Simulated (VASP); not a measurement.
# C (R-3m) in VASP: notebook

C is run at these levels: LDA; tasks: single point.

Everything below comes from runs of VASP 6.6.1. Logs are shortened: lines on timing, memory, paths and dates and some standing lists are left out, and cuts for length are marked.

### 1 The cell of the first run

Symmetry: R-3m, No. 166, trigonal system. The conventional cell has a = 2.466 Å, b = 2.466 Å, c = 24.848 Å, α = 90.00°, β = 90.00°, γ = 120.00°. Within 1.9 Å of C (site symmetry 3m) lie 3 C at 1.42 Å. Within 1.9 Å of C (site symmetry 3m) lie 3 C at 1.42 Å.

### 2 Single point, LDA

INCAR

```
  ALGO = Normal
  EDIFF = 1E-7
  ENCUT = 520
  ISIF = 2
  ISMEAR = -1
  LASPH = T
  LCHARG = F
  LREAL = F
  LWAVE = F
  NBANDS = 16
  NELM = 80
  PREC = Accurate
  SIGMA = 0.05
```

KPOINTS

```
k-points
0
Gamma
  12 12 12
```

POSCAR

```
C
1.0
    1.2331880975      0.7119814801      8.2826151019
   -1.2331880975      0.7119814801      8.2826151019
    0.0000000000     -1.4239629601      8.2826151019
C
4
Direct
    0.0871730800      0.0871730800      0.0871730800
    0.7538500600      0.7538500600      0.7538500600
    0.2461499400      0.2461499400      0.2461499400
    0.9128269200      0.9128269200      0.9128269200
```

Potentials or basis: VASP PAW LDA potentials, release 64 (C).

Started as:

```sh
> cat potpaw_LDA.64/C/POTCAR > POTCAR
> mpirun -np 1 vasp_std > vasp.out
```

OUTCAR:

```text
EDIFF = 1E-7
   ENCUT = 520
   ISIF = 2
   ISMEAR = -1
   LASPH = T
   LREAL = F
   NELM = 80
   PREC = Accurate

 ion  position               nearest neighbor table
   1  0.087  0.087  0.087-   2 1.42   2 1.42   2 1.42
   2  0.754  0.754  0.754-   1 1.42   1 1.42   1 1.42
   3  0.246  0.246  0.246-   4 1.42   4 1.42   4 1.42
   4  0.913  0.913  0.913-   3 1.42   3 1.42   3 1.42

  LATTYP: Found a trigonal (rhomboedric) cell.
 ALAT       =     8.4041289518
 COS(alpha) =     0.9569371044

  Lattice vectors:

 A1 = (   1.2331880975,   0.7119814801,   8.2826151019)
 A2 = (  -1.2331880975,   0.7119814801,   8.2826151019)
 A3 = (   0.0000000000,  -1.4239629601,   8.2826151019)

Analysis of symmetry for initial positions (statically):
=====================================================================
 Subroutine PRICEL returns:
 Original cell was already a primitive cell.

 Routine SETGRP: Setting up the symmetry group for a
 trigonal (rhombohedral) supercell.

 Subroutine GETGRP returns: Found 12 space group operations
 (whereof 12 operations were pure point group operations)
 out of a pool of 12 trial point group operations.

The static configuration has the point symmetry D_3d.

Analysis of symmetry for dynamics (positions and initial velocities):
=====================================================================
 Subroutine PRICEL returns:
 Original cell was already a primitive cell.

 Routine SETGRP: Setting up the symmetry group for a
 trigonal (rhombohedral) supercell.

 Subroutine GETGRP returns: Found 12 space group operations
 (whereof 12 operations were pure point group operations)
 out of a pool of 12 trial point group operations.

The dynamic configuration has the point symmetry D_3d.

 Subroutine INISYM returns: Found 12 space group operations
 (whereof 12 operations are pure point group operations),
 and found     1 'primitive' translations

----------------------------------------------------------------------------------------

                                     Primitive cell

  volume of cell :      43.6332

  direct lattice vectors                    reciprocal lattice vectors
     1.233188098  0.711981480  8.282615102     0.405453151  0.234088486  0.040244938
[... 82 lines left out ...]
   ISTART =      0    job   : 0-new  1-cont  2-samecut
   ICHARG =      2    charge: 1-file 2-atom 10-const
   ISPIN  =      1    spin polarized calculation?
   LNONCOLLINEAR =      F non collinear calculations
   LSORBIT =      F    spin-orbit coupling
   LASPH  =      T    aspherical Exc in radial PAW
   ENCUT  =  520.0 eV  38.22 Ry    6.18 a.u.  15.63 15.63 15.63*2*pi/ulx,y,z
   NELM   =     80;   NELMIN=  2; NELMDL= -5     # of ELM steps
   EDIFF  = 0.1E-06   stopping-criterion for ELM
   LREAL  =      F    real-space projection
   EDIFFG = 0.1E-05   stopping-criterion for IOM
   NSW    =      0    number of steps for IOM
   IBRION =     -1    ionic relax: 0-MD 1-quasi-New 2-CG
   NFREE  =      0    steps in history (QN), initial steepest desc. (CG)
   ISIF   =      2    stress and relaxation
   ISYM   =      2    0-nonsym 1-usesym 2-fastsym
   POTIM  = 0.5000    time-step for ionic-motion
   TEBEG  =    0.0;   TEEND  =   0.0 temperature during run
   PSTRESS=    0.0 pullay stress
   NELECT =      16.0000    total number of electrons
   NUPDOWN=      -1.0000    fix difference up-down
   EMIN   =  10.00;   EMAX   =-10.00  energy-range for DOS
   EFERMI =   0.00;   METHOD = LEGACY
   ISMEAR =    -1;   SIGMA  =   0.05  broadening in eV -4-tet -1-fermi 0-gaus
   EFERMI_NEDOS =   21; number of points for ismear=-14 and -15
   IALGO  =     38    algorithm
   IMIX   =      4    mixing-type and parameters
     AMIX     =   0.40;   BMIX     =  1.00
     AMIX_MAG =   1.60;   BMIX_MAG =  1.00
  volume/ion in A,a.u.               =      10.91        73.61
  Fermi-wavevector in a.u.,A,eV,Ry     =   1.171771  2.214325 18.681428  1.373046
  Thomas-Fermi vector in A             =   2.308209
   LORBIT       =      0    0 simple, 1 ext, 2 COOP (PROOUT), +10 PAW based schemes
   GGA     = CA    functional components
   LHFCALC =     F    Hartree Fock is set to
   AEXX    =    0.0000 exact exchange contribution
   IVDW    =     0    specifies the selected vdW correction
   LEPSILON=     F    determine dielectric tensor
   LRPA    =     F    only Hartree local field effects (RPA)
 non-spin polarized calculation
  energy-cutoff  :      520.00
  volume of cell :       43.63
 maximum number of plane-waves:      1195
   NGX = 31   NGY = 31   NGZ = 31

 number of electron      16.0000001 magnetization

 Free energy of the ion-electron system (eV)
  ---------------------------------------------------
  ext. energy  EPLUGINS =         0.00000000
  ---------------------------------------------------
  free energy    TOTEN  =       -40.36422182 eV

  energy without entropy =      -40.36267721  energy(sigma->0) =      -40.36344951

 E-fermi :   2.8470     XC(G=0):  -9.3646

 val. band max:        2.7505823603   @ k =  -0.3333   0.3333   0.0000
 cond. band min:       2.9421167021   @ k =  -0.1667   0.5000   0.1667
 fundamental gap:      0.1915343418
 Fermi energy:         2.8469932103

 k-point     1 :       0.0000    0.0000    0.0000
  band No.  band energies     occupation
      1     -16.4723      2.00000
      2     -16.4145      2.00000
      3      -5.1096      2.00000
      4      -4.4567      2.00000
      5      -0.1899      2.00000
      6      -0.1899      2.00000
[... 433 lines left out ...]
      3      -9.8941      2.00000
      4      -9.8688      2.00000
      5      -5.3509      2.00000
      6      -5.3431      2.00000
[... 8 lines left out ...]
     15      13.9501      0.00000
     16      15.7060      0.00000

 [... further k-points ...]
[... 5 lines left out ...]
  --------------------------------------------------------------------------------------
  -------------------------------------------------------------------------------------
  Total       -2.1025004     -2.1025004     -0.2847168      0.0000000     -0.0000000      0.0000000
  in kB      -77.2022430    -77.2022430    -10.4545864      0.0000000     -0.0000000      0.0000000
  external PRESSURE =     -54.9530241 kB  Pullay stress =       0.0000000 kB

 VOLUME and BASIS-vectors are now :
 -----------------------------------------------------------------------------
  energy-cutoff  :      520.00
  volume of cell :       43.63
      direct lattice vectors                 reciprocal lattice vectors
     1.233188098  0.711981480  8.282615102     0.405453151  0.234088486  0.040244938
    -1.233188098  0.711981480  8.282615102    -0.405453151  0.234088486  0.040244938
     0.000000000 -1.423962960  8.282615102     0.000000000 -0.468176972  0.040244938

 POSITION                                       TOTAL-FORCE (eV/Angst)
 -----------------------------------------------------------------------------------
      0.00000      0.00000      2.16606         0.000000      0.000000      0.009128
      0.00000      0.00000     18.73155         0.000000      0.000000      0.001568
      0.00000      0.00000      6.11630         0.000000     -0.000000     -0.001568
      0.00000      0.00000     22.68178         0.000000     -0.000000     -0.009128
 -----------------------------------------------------------------------------------
    total drift:                               -0.000000      0.000000      0.000000

  FREE ENERGIE OF THE ION-ELECTRON SYSTEM (eV)
  ---------------------------------------------------
  free  energy   TOTEN  =       -40.3642218162 eV

  energy  without entropy=      -40.3626772078  energy(sigma->0) =      -40.36344951
```

stdout:

```text
POSCAR found type information on POSCAR C
 POSCAR found :  1 types and       4 ions
 scaLAPACK will be used
 LDA part: xc-table for (Slater(with rela. corr.)+CA(PZ))
 , standard interpolation
 POSCAR, INCAR and KPOINTS ok, starting setup
 FFT: planning ... GRIDC
 FFT: planning ... GRID_SOFT
 FFT: planning ... GRID
 WAVECAR not read
 entering main loop
```

It took 9.7 min on 1 thread of Intel Xeon 6975P-C (Granite Rapids), shared host; peak memory 0.43 GiB.

What came out:

| Item | Value |
| --- | --- |
| Free energy | -40.3642 eV |
| Pressure | -5.5 GPa |
| Largest force | 0.009 eV/Å |
| Band gap on the k mesh | 0.19 eV, direct |

Forces in eV/Å, atoms in the order of the input:
```
C    0.000  0.000  0.009
C    0.000  0.000  0.002
C    0.000  0.000 -0.002
C    0.000  0.000 -0.009
```

Stress tensor (GPa, compression positive):
```
-7.72  0.00  0.00
 0.00 -7.72  0.00
 0.00  0.00 -1.05
```

### 3 Single point, LDA

This run uses another cell than the first one, of 11.13 Å³/atom, 1.020 times its volume.

INCAR

```
SYSTEM = C
PREC = Accurate
ENCUT = 520
EDIFF = 1E-6
ISMEAR = -1
SIGMA = 0.05
LREAL = .False.
LASPH = .True.
NELM = 80
ALGO = Normal
ISIF = 2
LWAVE = .False.
LCHARG = .True.
LELF = .True.
LVHAR = .True.
NBANDS = 16
```

KPOINTS

```
Automatic mesh
0
Gamma
  12 12 12
  0 0 0
```

POSCAR

```
C
1.0
    1.2413551441      0.7166967267      8.3374684561
   -1.2413551441      0.7166967267      8.3374684561
    0.0000000000     -1.4333934532      8.3374684561
C
4
Direct
    0.0871730800      0.0871730800      0.0871730800
    0.7538500600      0.7538500600      0.7538500600
    0.2461499400      0.2461499400      0.2461499400
    0.9128269200      0.9128269200      0.9128269200
```

Potentials or basis: VASP PAW LDA potentials, release 64 (C).

Started as:

```sh
> cat potpaw_LDA.64/C/POTCAR > POTCAR
> mpirun -np 1 vasp_std > vasp.out
```

Wall time 9.6 min (1 thread of Intel Xeon 6975P-C (Granite Rapids), shared host); peak memory 0.43 GiB.

The run converged. Its results:

```yaml
Free_energy: -40.3237 eV
Pressure: -9.6 GPa
Largest_force: 0.009 eV/Å
Band_gap_on_the_k_mesh: 0.19 eV, direct
```

Forces in eV/Å, atoms in the order of the input:
```
C    0.000  0.000  0.009
C    0.000  0.000  0.002
C    0.000  0.000 -0.002
C    0.000  0.000 -0.009
```

Stress tensor (GPa, compression positive):
```
-13.89   0.00   0.00
  0.00 -13.89   0.00
  0.00   0.00  -1.01
```

Levels at points of the mesh, in eV from the valence-band top:
```csv
k point,band 5,band 6,band 7,band 8,band 9,band 10,band 11,band 12
"(0.00, 0.00, 0.00)",-2.95,-2.95,-2.95,-2.95,2.93,6.47,8.22,8.22
"(0.50, 0.00, 0.00)",-6.26,-6.25,-2.38,-2.06,1.47,1.95,7.33,7.36
"(0.50, 0.50, 0.00)",-6.26,-6.25,-2.32,-2.13,1.56,1.84,7.30,7.38
"(0.50, 0.50, 0.50)",-2.95,-2.95,-2.95,-2.95,4.12,4.49,8.21,8.21
```

A k mesh can miss the band edges.

### 4 Single point, LDA

This run uses another cell than the first one, of 11.34 Å³/atom, 1.040 times its volume.

INCAR

```
SYSTEM = C
PREC = Accurate ; ENCUT = 520
EDIFF = 1E-6 ; ISMEAR = -1
SIGMA = 0.05 ; LREAL = .False.
LASPH = .True. ; NELM = 60
ALGO = Normal ; ISIF = 2
LWAVE = .False. ; LCHARG = .False.
NBANDS = 16
```

KPOINTS

```
regular mesh
0
Gamma
  12 12 12
  0 0 0
```

POSCAR

```
C
1.0
    1.2494161177      0.7213507319      8.3916093787
   -1.2494161177      0.7213507319      8.3916093787
    0.0000000000     -1.4427014637      8.3916093787
C
4
Direct
    0.0871730800      0.0871730800      0.0871730800
    0.7538500600      0.7538500600      0.7538500600
    0.2461499400      0.2461499400      0.2461499400
    0.9128269200      0.9128269200      0.9128269200
```

Started as:

```sh
> cat potpaw_LDA.64/C/POTCAR > POTCAR
> mpirun -np 1 vasp_std > vasp.out
```

Wall time 9.6 min (1 thread of Intel Xeon 6975P-C (Granite Rapids), shared host); peak memory 0.43 GiB.

The run converged. Its results:

- Free energy: -40.2618 eV
- Pressure: -13.3 GPa
- Largest force: 0.010 eV/Å
- Band gap on the k mesh: 0.18 eV, direct

Forces in eV/Å, atoms in the order of the input:
```
C    0.000  0.000  0.010
C    0.000  0.000  0.002
C    0.000  0.000 -0.002
C    0.000  0.000 -0.010
```

Stress tensor (GPa, compression positive):
```
-19.52   0.00   0.00
  0.00 -19.52   0.00
  0.00   0.00  -0.98
```

Levels at points of the mesh, in eV from the valence-band top:
```tsv
k point	band 5	band 6	band 7	band 8	band 9	band 10	band 11	band 12
(0.00, 0.00, 0.00)	-2.96	-2.96	-2.96	-2.96	2.97	6.45	8.09	8.09
(0.50, 0.00, 0.00)	-6.21	-6.20	-2.34	-2.03	1.47	1.93	7.13	7.16
(0.50, 0.50, 0.00)	-6.21	-6.20	-2.28	-2.09	1.56	1.83	7.11	7.19
(0.50, 0.50, 0.50)	-2.96	-2.96	-2.96	-2.96	4.15	4.51	8.08	8.08
```

A k mesh can miss the band edges.

### 5 Summary

| cell | gap on the mesh (eV) | pressure (GPa) | largest force (eV/Å) |
| --- | --- | --- | --- |
| a = 8.404 Å, angles 16.9°, 4 atoms | 0.19 | -5.5 | 0.01 |
| a = 8.460 Å, angles 16.9°, 4 atoms | 0.19 | -9.6 | 0.01 |
| a = 8.515 Å, angles 16.9°, 4 atoms | 0.18 | -13.3 | 0.01 |

Alike in all rows: task single point; level LDA; potentials or basis VASP PAW LDA potentials, release 64 (C); no spin polarisation; k mesh 12 × 12 × 12; cutoff (eV) 520; smearing fermi-dirac 0.05 eV.

Total energies depend on the potentials used, so only differences within one code and one set of settings carry meaning.
